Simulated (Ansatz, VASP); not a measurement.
AlFe in VASP and in Ansatz

Contents of INCAR:

```
SYSTEM = AlFe
ALGO = Normal
EDIFF = 1E-7
ENCUT = 520
ISIF = 2
ISMEAR = 0
ISPIN = 2
LASPH = .TRUE.
LCHARG = .TRUE.
LELF = .TRUE.
LMAXMIX = 4
LORBIT = 11
LREAL = .FALSE.
LVHAR = .TRUE.
LWAVE = .FALSE.
MAGMOM = 0 0.72
NBANDS = 16
NELM = 150
PREC = Accurate
SIGMA = 0.05
```

File KPOINTS:

```
k-points
0
G
  16 16 16
  0 0 0
```

File POSCAR:

```
AlFe
1.0
    2.7967666247      0.0000000000      0.0000000000
    0.0000000000      2.7967666247      0.0000000000
    0.0000000000      0.0000000000      2.7967666247
Al Fe
1 1
Direct
    0.0000000000      0.0000000000      0.0000000000
    0.5000000000      0.5000000000      0.5000000000
```

Input for Ansatz:

```yaml
crystal:
  lattice:
    - [2.7967666247, 0.0, 0.0]
    - [0.0, 2.7967666247, 0.0]
    - [0.0, 0.0, 2.7967666247]
  atoms:
    - { symbol: Al, position: [0.0, 0.0, 0.0] }
    - { symbol: Fe, position: [0.5, 0.5, 0.5], spin: 0.72 }
basis:
  ecutwfc: 420
  ecutrho_ratio: 4
kpoints:
  mp_grid: { grid: [16, 16, 16] }
hamiltonian:
  xc: lda
scf:
  occupations: { method: gaussian, width: 0.05 }
output:
  forces: true
  stress: true
  eigenvalues: true
  populations: true
magnetization:
  spin_polarized: true
```

Alike in both runs: task single point; functional LDA; k mesh 16 × 16 × 16; occupations gaussian, width 0.05 eV; collinear spin.

```csv
,VASP,Ansatz
version,VASP 6.6.1,Ansatz 0.2.0
potentials or method,"VASP PAW LDA potentials, release 64 (Al, Fe), cutoff 520 eV","scalar-relativistic, plane waves, PAW"
valence electrons in the cell,11,19
```

```tsv
	VASP	Ansatz	Ansatz less VASP
gap on the k mesh at the Fermi level (eV)	none	none	-
pressure (GPa)	4.8	4.3	-0.45
net moment per atom (μB)	0.31	0.32	+0.009
size of the moment on the site where the two differ most (μB)	0.64	0.65	+0.010
```

LDA's correlation is that of Perdew and Zunger in VASP and of Perdew and Wang (1992) in Ansatz. Site moments also hang on the region over which each program counts them. A gap of «none» marks a metal or a gap that the smearing closes. VASP's potentials hold 11 valence electrons a cell and Ansatz's 19, so a difference there can come from the potentials and not from the codes.
